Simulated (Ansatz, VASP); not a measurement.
# AlN: VASP beside Ansatz

POSCAR

```
AlN
1.0
    0.0000000000      2.1394097525      2.1394097525
    2.1394097525      0.0000000000      2.1394097525
    2.1394097525      2.1394097525      0.0000000000
Al N
1 1
Direct
    0.0000000000      0.0000000000      0.0000000000
    0.2500000000      0.2500000000      0.2500000000
```

INCAR.step1

```
SYSTEM = AlN
ALGO = Normal
EDIFF = 1E-5
ENCUT = 520
GGA = PE
ISIF = 2
ISMEAR = -1
LASPH = .TRUE.
LCHARG = .FALSE.
LREAL = .FALSE.
LWAVE = .TRUE.
NBANDS = 11
NELM = 100
PREC = Accurate
SIGMA = 0.05
```

Contents of INCAR.step2:

```
SYSTEM = AlN
AEXX = 0.2
AGGAC = 0.81
AGGAX = 0.72
ALDAC = 0.19
ALGO = Normal
EDIFF = 1E-6
ENCUT = 520
GGA = B5
ISIF = 2
ISMEAR = -1
ISTART = 1
LASPH = .TRUE.
LCHARG = .FALSE.
LHFCALC = .TRUE.
LREAL = .FALSE.
LWAVE = .FALSE.
NBANDS = 11
NELM = 100
PREC = Accurate
PRECFOCK = Normal
SIGMA = 0.05
```

The input KPOINTS:

```
k-points
0
G
  5 5 5
  0 0 0
```

File input.yaml:

```yaml
crystal:
  lattice:
    - [0.0, 2.1394097525, 2.1394097525]
    - [2.1394097525, 0.0, 2.1394097525]
    - [2.1394097525, 2.1394097525, 0.0]
  atoms:
    - { symbol: Al, position: [0.0, 0.0, 0.0] }
    - { symbol: "N", position: [0.25, 0.25, 0.25] }
hamiltonian:
  xc: b3lyp5
  pseudopotentials: { kind: paw }
kpoints:
  mp_grid: { grid: [5, 5, 5] }
scf:
  occupations: { method: fermi_dirac, width: 0.05 }
output:
  forces: true
  stress: true
  eigenvalues: true
```

Alike in both runs: task single point; functional B3LYP5; k mesh 5 × 5 × 5; occupations fermi-dirac, width 0.05 eV; no spin polarisation.

|  | VASP | Ansatz |
| --- | --- | --- |
| version | VASP 6.6.1 | Ansatz 0.2.0 |
| potentials or method | VASP PAW PBE potentials, release 64 (Al, N) | Ansatz PAW |
| plane-wave cutoff (eV) | 520 | 420 |
| valence electrons in the cell | 8 | 8 |

```tsv
	VASP	Ansatz	Ansatz less VASP
gap on the k mesh at the Fermi level (eV)	5.96	5.96	-0.005
least direct gap on the mesh (eV)	6.81	6.81	-0.002
pressure (GPa)	18.4	17.5	-0.92
```

VASP's potentials were made for PBE, not for B3LYP5.

The k mesh is coarse, so the values compare programs but aren't converged. Noted on Ansatz's run: odd divisions of the mesh miss points on the zone boundary, where band edges often lie, so the gap on the mesh can be too wide.
